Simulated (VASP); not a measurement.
A run of VASP 6.6.1 is set up as follows.

INCAR

```
SYSTEM = CoO
PREC     = Accurate       ! precision mode
ENCUT    = 600            ! plane-wave cutoff, eV
EDIFF    = 1E-7           ! SCF threshold, eV
ISMEAR   = -1             ! smearing method
SIGMA    = 0.05           ! smearing width, eV
LREAL    = .False.        ! projectors in reciprocal space
LASPH    = .True.         ! aspherical terms in the spheres
NELM     = 200            ! most SCF steps
ALGO     = Normal         ! electronic algorithm
ISIF     = 8              ! what is computed and relaxed
LWAVE    = .False.        ! write WAVECAR
LCHARG   = .False.        ! write CHGCAR
ISPIN    = 2              ! spin polarisation
MAGMOM   = 2.5 0          ! initial moments
LORBIT   = 11             ! projections on sites
LMAXMIX  = 4              ! l up to which the mixer works
LDAU     = .True.         ! DFT+U
LDAUTYPE = 2            
LDAUL    = 2 -1           ! shell
LDAUU    = 2 0            ! U, eV
LDAUJ    = 0 0          
LDAUPRINT= 1            
GGA      = PE             ! functional
IBRION   = 2              ! ionic algorithm
NSW      = 80             ! ionic steps
EDIFFG   = -0.01          ! ionic threshold
GGA_COMPAT= .False.      
NELMIN   = 4
```

Contents of KPOINTS:

```
regular mesh
0
Gamma
  7 7 7
  0 0 0
```

POSCAR

```
CoO
1.0
    0.0000000000      2.1315000000      2.1315000000
    2.1315000000      0.0000000000      2.1315000000
    2.1315000000      2.1315000000      0.0000000000
Co O
1 1
Direct
    0.0000000000      0.0000000000      0.0000000000
    0.5000000000      0.5000000000      0.5000000000
```

Potentials or basis: VASP PAW PBE potentials, release 64 (Co, O).

Command:

```bash
$ cat potpaw_PBE.64/Co/POTCAR potpaw_PBE.64/O/POTCAR > POTCAR
$ mpirun -np 1 vasp_std > vasp.out
```

Q: Predict the site moments.

A: Co +2.68; O +0.28 μB.

Q: Predict the relaxed cell.

A: a = 3.003 Å, b = 3.003 Å, c = 3.003 Å, α = 60.00°, β = 60.00°, γ = 60.00°.

Q: Estimate the band gap on the k mesh.

A: Zero (filled and empty bands overlap).

Eigenvalues of the final occupation matrices:
| site | spin | trace | eigenvalues |
| --- | --- | --- | --- |
| site 1 d | 1 | 4.91 | 0.96 0.96 0.96 1.01 1.01 |
| site 1 d | 2 | 2.26 | 0.16 0.16 0.65 0.65 0.65 |

Caveat: the k points lie up to 0.37 Å⁻¹ apart in the final cell; a cell with one magnetic atom can't hold antiferromagnetic order, which such compounds often take. The state reached can hang on the start; a lower one may exist.
